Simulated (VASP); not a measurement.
# TaN (P6/mmm) in VASP: a series of runs

Runs on TaN. Level: PBEsol. Tasks: single point.

Program: VASP 6.6.1. These are calculated values, not measurements. Logs are shortened: lines on timing, memory, paths and dates and some standing lists are left out, and cuts for length are marked.

## 1. The cell of the first run

It takes space group P6/mmm (No. 191, hexagonal). Conventional cell: a = 5.124 Å, b = 5.124 Å, c = 2.900 Å, α = 90.00°, β = 90.00°, γ = 120.00°. Ta (site symmetry 6/mmm) has 6 N at 2.56 Å and 14 Ta at 2.90 to 3.29 Å within 3.4 Å. Within 2.7 Å of Ta (site symmetry -6m2) lie 6 N at 2.07 Å. Within 2.7 Å of N (site symmetry mmm) lie 6 Ta at 2.07 to 2.56 Å and 4 N at 2.56 Å.

## 2. Single point, PBEsol

The input, INCAR:

```
SYSTEM = TaN
ALGO = Normal ; EDIFF = 1E-6
ENCUT = 600 ; GGA = PS
GGA_COMPAT = .False. ; ISIF = 2
ISMEAR = 0 ; LASPH = .True.
LCHARG = .True. ; LELF = .True.
LREAL = .False. ; LVHAR = .True.
LWAVE = .False. ; NBANDS = 33
NELM = 120 ; PREC = Accurate
SIGMA = 0.1
```

The input, KPOINTS:

```
k-points
0
Gamma
  6 6 9
  0 0 0
```

The input, POSCAR:

```
TaN
1.0
    5.1236603790      0.0000000000      0.0000000000
   -2.5618301895      4.4372200486      0.0000000000
    0.0000000000      0.0000000000      2.8996899345
Ta N
3 3
Direct
    0.0000000000      0.0000000000      0.0000000000
    0.3333333333      0.6666666667      0.5000000000
    0.6666666667      0.3333333333      0.5000000000
    0.5000000000      0.0000000000      0.0000000000
    0.0000000000      0.5000000000      0.0000000000
    0.5000000000      0.5000000000      0.0000000000
```

Potentials or basis: VASP PAW PBE potentials, release 64 (Ta_pv, N).

On the command line:

```sh
> cat potpaw_PBE.64/Ta_pv/POTCAR potpaw_PBE.64/N/POTCAR > POTCAR
> mpirun -np 1 vasp_std > vasp.out
```

OUTCAR:

```text
SYSTEM = TaN
   EDIFF = 1E-6
   ENCUT = 600
   GGA = PS
   ISIF = 2
   ISMEAR = 0
   LASPH = .True.
   LREAL = .False.
   NELM = 120
   PREC = Accurate

 ion  position               nearest neighbor table
   1  0.000  0.000  0.000-   4 2.56   4 2.56   6 2.56   5 2.56   5 2.56   6 2.56   3 3.29   3 3.29
                             2 3.29   2 3.29   2 3.29   3 3.29   2 3.29   3 3.29   2 3.29   3 3.29
   2  0.333  0.667  0.500-   5 2.07   5 2.07   4 2.07   4 2.07   6 2.07   6 2.07   3 2.96   3 2.96
                             3 2.96   1 3.29   1 3.29   1 3.29   1 3.29   1 3.29   1 3.29
   3  0.667  0.333  0.500-   5 2.07   5 2.07   4 2.07   4 2.07   6 2.07   6 2.07   2 2.96   2 2.96
                             2 2.96   1 3.29   1 3.29   1 3.29   1 3.29   1 3.29   1 3.29
   4  0.500  0.000  0.000-   2 2.07   3 2.07   2 2.07   3 2.07   1 2.56   1 2.56
   5  0.000  0.500  0.000-   2 2.07   3 2.07   2 2.07   3 2.07   1 2.56   1 2.56
   6  0.500  0.500  0.000-   2 2.07   3 2.07   2 2.07   3 2.07   1 2.56   1 2.56

  LATTYP: Found a hexagonal cell.
 ALAT       =     5.1236603790
 C/A-ratio  =     0.5659410890

  Lattice vectors:

 A1 = (   5.1236603790,   0.0000000000,   0.0000000000)
 A2 = (  -2.5618301895,   4.4372200486,   0.0000000000)
 A3 = (   0.0000000000,   0.0000000000,   2.8996899345)

Analysis of symmetry for initial positions (statically):
=====================================================================
 Subroutine PRICEL returns:
 Original cell was already a primitive cell.

 Routine SETGRP: Setting up the symmetry group for a
 hexagonal supercell.

 Subroutine GETGRP returns: Found 24 space group operations
 (whereof 24 operations were pure point group operations)
 out of a pool of 24 trial point group operations.

The static configuration has the point symmetry D_6h.

Analysis of symmetry for dynamics (positions and initial velocities):
=====================================================================
 Subroutine PRICEL returns:
 Original cell was already a primitive cell.

 Routine SETGRP: Setting up the symmetry group for a
 hexagonal supercell.

 Subroutine GETGRP returns: Found 24 space group operations
 (whereof 24 operations were pure point group operations)
 out of a pool of 24 trial point group operations.

The dynamic configuration has the point symmetry D_6h.

 Subroutine INISYM returns: Found 24 space group operations
 (whereof 24 operations are pure point group operations),
 and found     1 'primitive' translations

----------------------------------------------------------------------------------------

                                     Primitive cell

  volume of cell :      65.9239

  direct lattice vectors                    reciprocal lattice vectors
     5.123660379  0.000000000  0.000000000     0.195172967  0.112683165  0.000000000
    -2.561830190  4.437220049  0.000000000     0.000000000  0.225366331  0.000000000
     0.000000000  0.000000000  2.899689935     0.000000000  0.000000000  0.344864459

  length of vectors
     5.123660379  5.123660379  2.899689935     0.225366331  0.225366331  0.344864459

  position of ions in fractional coordinates (direct lattice)
     0.000000000  0.000000000  0.000000000
     0.333333333  0.666666667  0.500000000
     0.666666667  0.333333333  0.500000000
     0.500000000  0.000000000  0.000000000
     0.000000000  0.500000000  0.000000000
     0.500000000  0.500000000  0.000000000

  ion indices of the primitive-cell ions
   primitive index   ion index
                 1           1
                 2           2
                 3           3
                 4           4
                 5           5
                 6           6

----------------------------------------------------------------------------------------

 KPOINTS: k-points

Automatic generation of k-mesh.
 Grid dimensions read from file:
 generate k-points for:    6    6    9

 Generating k-lattice:

  Cartesian coordinates                     Fractional coordinates (reciprocal lattice)
     0.032528828  0.018780528  0.000000000     0.166666667  0.000000000  0.000000000
     0.000000000  0.037561055  0.000000000     0.000000000  0.166666667  0.000000000
     0.000000000  0.000000000  0.038318273     0.000000000  0.000000000  0.111111111

  Length of vectors
     0.037561055  0.037561055  0.038318273

  Shift w.r.t. Gamma in fractional coordinates (k-lattice)
     0.000000000  0.000000000  0.000000000

 Subroutine IBZKPT returns following result:
 ===========================================

 Found     35 irreducible k-points:

 Following reciprocal coordinates:
            Coordinates               Weight
  0.000000  0.000000  0.000000      1.000000
  0.166667  0.000000  0.000000      6.000000
  0.333333  0.000000  0.000000      6.000000
  0.500000  0.000000  0.000000      3.000000
  0.166667  0.166667  0.000000      6.000000
  0.333333  0.166667  0.000000     12.000000
[... 16 lines left out ...]
  0.166667  0.000000  0.333333     12.000000
  0.333333  0.000000  0.333333     12.000000
 [... further k-points ...]
   k-points           NKPTS =     35   k-points in BZ     NKDIM =     35   number of bands    NBANDS=     33
   number of dos      NEDOS =    301   number of ions     NIONS =      6
   total plane-waves  NPLWV =  42336
   dimension x,y,z NGX =    42 NGY =   42 NGZ =   24
   dimension x,y,z NGXF=    84 NGYF=   84 NGZF=   48
   ions per type =               3   3
   NGX,Y,Z   is equivalent  to a cutoff of  13.63, 13.63, 13.76 a.u.
   NGXF,Y,Z  is equivalent  to a cutoff of  27.26, 27.26, 27.52 a.u.
 SYSTEM =  TaN
   PREC   = accura    normal or accurate (medium, high low for compatibility)
   ISTART =      0    job   : 0-new  1-cont  2-samecut
   ICHARG =      2    charge: 1-file 2-atom 10-const
   ISPIN  =      1    spin polarized calculation?
   LNONCOLLINEAR =      F non collinear calculations
   LSORBIT =      F    spin-orbit coupling
   LASPH  =      T    aspherical Exc in radial PAW
   ENCUT  =  600.0 eV  44.10 Ry    6.64 a.u.  10.23 10.23  5.79*2*pi/ulx,y,z
   NELM   =    120;   NELMIN=  2; NELMDL= -5     # of ELM steps
   EDIFF  = 0.1E-05   stopping-criterion for ELM
   LREAL  =      F    real-space projection
   EDIFFG = 0.1E-04   stopping-criterion for IOM
   NSW    =      0    number of steps for IOM
   IBRION =     -1    ionic relax: 0-MD 1-quasi-New 2-CG
   NFREE  =      0    steps in history (QN), initial steepest desc. (CG)
   ISIF   =      2    stress and relaxation
   ISYM   =      2    0-nonsym 1-usesym 2-fastsym
   POTIM  = 0.5000    time-step for ionic-motion
   TEBEG  =    0.0;   TEEND  =   0.0 temperature during run
   PSTRESS=    0.0 pullay stress
   NELECT =      48.0000    total number of electrons
   NUPDOWN=      -1.0000    fix difference up-down
   EMIN   =  10.00;   EMAX   =-10.00  energy-range for DOS
   EFERMI =   0.00;   METHOD = LEGACY
   ISMEAR =     0;   SIGMA  =   0.10  broadening in eV -4-tet -1-fermi 0-gaus
   EFERMI_NEDOS =   21; number of points for ismear=-14 and -15
   IALGO  =     38    algorithm
   IMIX   =      4    mixing-type and parameters
     AMIX     =   0.40;   BMIX     =  1.00
     AMIX_MAG =   1.60;   BMIX_MAG =  1.00
  volume/ion in A,a.u.               =      10.99        74.15
  Fermi-wavevector in a.u.,A,eV,Ry     =   1.472790  2.783170 29.512556  2.169112
  Thomas-Fermi vector in A             =   2.587762
   LORBIT       =      0    0 simple, 1 ext, 2 COOP (PROOUT), +10 PAW based schemes
   GGA     = PS    functional components
   LHFCALC =     F    Hartree Fock is set to
   AEXX    =    0.0000 exact exchange contribution
   IVDW    =     0    specifies the selected vdW correction
   LEPSILON=     F    determine dielectric tensor
   LRPA    =     F    only Hartree local field effects (RPA)
 non-spin polarized calculation
 Gauss-broadening in eV      SIGMA  =   0.10
  energy-cutoff  :      600.00
  volume of cell :       65.92
 maximum number of plane-waves:      2225
 NGX is ok and might be reduce to    42
   NGX = 21   NGY = 21   NGZ = 11

 number of electron      48.0000002 magnetization

 Free energy of the ion-electron system (eV)
  ---------------------------------------------------
  ext. energy  EPLUGINS =         0.00000000
  ---------------------------------------------------
  free energy    TOTEN  =       -68.62993295 eV

  energy without entropy =      -68.62707446  energy(sigma->0) =      -68.62850370

 E-fermi :   8.1782     XC(G=0): -13.3540

 val. band max:        8.1663840057   @ k =   0.1667   0.0000   0.2222
 cond. band min:       8.2200567032   @ k =   0.0000   0.0000   0.2222
 fundamental gap:      0.0536726975
 Fermi energy:         8.1782263110

 k-point     1 :       0.0000    0.0000    0.0000
  band No.  band energies     occupation
      1     -27.7901      2.00000
      2     -27.7901      2.00000
      3     -27.3707      2.00000
      4     -27.3707      2.00000
      5     -27.1501      2.00000
      6     -27.0286      2.00000
[... 25 lines left out ...]
     32      11.7148      0.00000
     33      11.7862      0.00000

 k-point     2 :       0.1667    0.0000    0.0000
  band No.  band energies     occupation
      1     -27.8154      2.00000
      2     -27.7787      2.00000
      3     -27.3401      2.00000
      4     -27.3341      2.00000
      5     -27.1403      2.00000
      6     -27.0751      2.00000
[... 25 lines left out ...]
     32      11.8289      0.00000
     33      12.0112      0.00000
[... 754 lines left out ...]
     32      11.9407      0.00000
     33      12.4539      0.00000

 k-point    24 :       0.3333    0.0000    0.3333
  band No.  band energies     occupation
      1     -27.8784      2.00000
      2     -27.7258      2.00000
      3     -27.6981      2.00000
      4     -27.5841      2.00000
      5     -27.2640      2.00000
      6     -27.1575      2.00000
[... 25 lines left out ...]
     32      12.2935      0.00000
     33      12.9775      0.00000

 [... further k-points ...]

------------------------ aborting loop because EDIFF is reached ----------------------------------------

  FORCE on cell =-STRESS in cart. coord.  units (eV):
  Direction    XX          YY          ZZ          XY          YZ          ZX
  --------------------------------------------------------------------------------------
  -------------------------------------------------------------------------------------
  Total        4.4726862      4.4726862      4.6464470      0.0000000     -0.0000000      0.0000000
  in kB      108.7016523    108.7016523    112.9246382      0.0000000     -0.0000000      0.0000000
  external PRESSURE =     110.1093142 kB  Pullay stress =       0.0000000 kB

 VOLUME and BASIS-vectors are now :
 -----------------------------------------------------------------------------
  energy-cutoff  :      600.00
  volume of cell :       65.92
      direct lattice vectors                 reciprocal lattice vectors
     5.123660379  0.000000000  0.000000000     0.195172967  0.112683165  0.000000000
    -2.561830190  4.437220049  0.000000000     0.000000000  0.225366331  0.000000000
     0.000000000  0.000000000  2.899689935     0.000000000  0.000000000  0.344864459

 POSITION                                       TOTAL-FORCE (eV/Angst)
 -----------------------------------------------------------------------------------
      0.00000      0.00000      0.00000        -0.000000      0.000000     -0.000000
     -0.00000      2.95815      1.44984        -0.000000      0.000000     -0.000000
      2.56183      1.47907      1.44984         0.000000     -0.000000      0.000000
      2.56183      0.00000      0.00000        -0.000000      0.000000     -0.000000
     -1.28092      2.21861      0.00000        -0.000000      0.000000     -0.000000
      1.28092      2.21861      0.00000        -0.000000      0.000000     -0.000000
 -----------------------------------------------------------------------------------
    total drift:                                0.000000      0.000000     -0.000000

  FREE ENERGIE OF THE ION-ELECTRON SYSTEM (eV)
  ---------------------------------------------------
  free  energy   TOTEN  =       -68.6299329476 eV

  energy  without entropy=      -68.6270744562  energy(sigma->0) =      -68.62850370
```

It took 64 s on 1 thread of Intel Xeon 6975P-C (Granite Rapids), shared host; peak memory 0.23 GiB.

Results:

| Quantity | Value |
| --- | --- |
| Free energy | -68.6299 eV |
| Pressure | 11.0 GPa |
| Band gap on the k mesh | zero (band 24 reaches 9.18 eV, above the bottom of band 25 at 7.03 eV) |

Levels at points of the mesh, in eV from the Fermi level:
| k point | band 22 | band 23 | band 24 | band 25 | band 26 | band 27 |
| --- | --- | --- | --- | --- | --- | --- |
| (0.00, 0.00, 0.00) | -2.36 | -1.89 | -1.15 | -1.15 | 0.90 | 0.90 |
| (0.50, 0.00, 0.00) | -2.69 | -1.55 | -0.49 | 1.58 | 2.02 | 2.06 |

Caveat: the PAW data sets were made with another functional, which shifts forces and pressure a little; spin-orbit coupling is left out, which moves the levels of the heavy elements.

## 3. Single point, PBEsol

This run uses another cell than the first one, of 11.15 Å³/atom, 1.015 times its volume.

The input, INCAR:

```
PREC = Accurate ; ENCUT = 600
EDIFF = 1E-6 ; ISMEAR = 0
SIGMA = 0.1 ; LREAL = False
LASPH = True ; NELM = 120
ALGO = Normal ; ISIF = 2
LWAVE = False ; LCHARG = False
GGA = PS ; NBANDS = 33
GGA_COMPAT = False
```

The input, KPOINTS:

```
Automatic mesh
0
Gamma
  6 6 9
```

Edit POSCAR of step 2 so:

```diff
@@ -2,5 +2,5 @@
 1.0
-    5.1236603790      0.0000000000      0.0000000000
-   -2.5618301895      4.4372200486      0.0000000000
-    0.0000000000      0.0000000000      2.8996899345
+    5.1563681416      0.0000000000      0.0000000000
+   -2.5781840708      4.4655458019      0.0000000000
+    0.0000000000      0.0000000000      2.9065253805
 Ta N
```

Potentials or basis: VASP PAW PBE potentials, release 64 (Ta_pv, N).

On the command line:

```sh
> cat potpaw_PBE.64/Ta_pv/POTCAR potpaw_PBE.64/N/POTCAR > POTCAR
> mpirun -np 1 vasp_std > vasp.out
```

Run time: 67 s. Hardware: 1 thread of Intel Xeon 6975P-C (Granite Rapids), shared host; peak memory 0.23 GiB.

Results (log left out):

* Free energy: -68.6836 eV
* Pressure: 5.9 GPa
* Band gap on the k mesh: zero (band 24 reaches 8.99 eV, above the bottom of band 25 at 6.89 eV)

Stress tensor (GPa, compression positive):
```
5.80 0.00 0.00
0.00 5.80 0.00
0.00 0.00 6.19
```

Levels at points of the mesh, in eV from the Fermi level:
```
           k point  band 21  band 22  band 23  band 24  band 25  band 26  band 27  band 28
(0.00, 0.00, 0.00)    -2.81    -2.33    -1.89    -1.13    -1.13     0.92     0.92     1.48
(0.50, 0.00, 0.00)    -3.28    -2.70    -1.55    -0.51     1.54     2.00     2.03     2.46
```

Caveat: the PAW data sets were made with another functional, which shifts forces and pressure a little; spin-orbit coupling is left out, which moves the levels of the heavy elements.

## 4. Single point, PBEsol

This run uses another cell than the first one, of 11.26 Å³/atom, 1.025 times its volume.

The input, INCAR:

```
PREC     = Accurate       # precision mode
ENCUT    = 600            # plane-wave cutoff, eV
EDIFF    = 1E-6           # SCF threshold, eV
ISMEAR   = 0              # smearing method
SIGMA    = 0.1            # smearing width, eV
LREAL    = F              # projectors in reciprocal space
LASPH    = T              # aspherical terms in the spheres
NELM     = 120            # most SCF steps
ALGO     = Normal         # electronic algorithm
ISIF     = 2              # what is computed and relaxed
LWAVE    = F              # write WAVECAR
LCHARG   = F              # write CHGCAR
GGA      = PS             # functional
NBANDS   = 33             # bands
GGA_COMPAT= F
```

KPOINTS is that of step 3.

Edit POSCAR of step 3 so:

```diff
@@ -2,5 +2,5 @@
 1.0
-    5.1563681416      0.0000000000      0.0000000000
-   -2.5781840708      4.4655458019      0.0000000000
-    0.0000000000      0.0000000000      2.9065253805
+    5.1773909467      0.0000000000      0.0000000000
+   -2.5886954734      4.4837520852      0.0000000000
+    0.0000000000      0.0000000000      2.9109077980
 Ta N
```

On the command line:

```sh
> cat potpaw_PBE.64/Ta_pv/POTCAR potpaw_PBE.64/N/POTCAR > POTCAR
> mpirun -np 1 vasp_std > vasp.out
```

Run time: 69 s. Hardware: 1 thread of Intel Xeon 6975P-C (Granite Rapids), shared host; peak memory 0.23 GiB.

Results (log left out):

```
Free energy            : -68.7018 eV
Pressure               : 2.8 GPa
Band gap on the k mesh : zero (band 24 reaches 8.88 eV, above the bottom of band 25 at 6.80 eV)
```

Stress tensor (GPa, compression positive):
```
2.70 0.00 0.00
0.00 2.70 0.00
0.00 0.00 3.07
```

Levels at points of the mesh, in eV from the Fermi level:
| k point | band 22 | band 23 | band 24 | band 25 | band 26 | band 27 |
| --- | --- | --- | --- | --- | --- | --- |
| (0.00, 0.00, 0.00) | -2.32 | -1.89 | -1.11 | -1.11 | 0.94 | 0.94 |
| (0.50, 0.00, 0.00) | -2.70 | -1.54 | -0.52 | 1.51 | 1.98 | 2.01 |

Caveat: the PAW data sets were made with another functional, which shifts forces and pressure a little; spin-orbit coupling is left out, which moves the levels of the heavy elements.

(Part 1 of 2 ends here.)
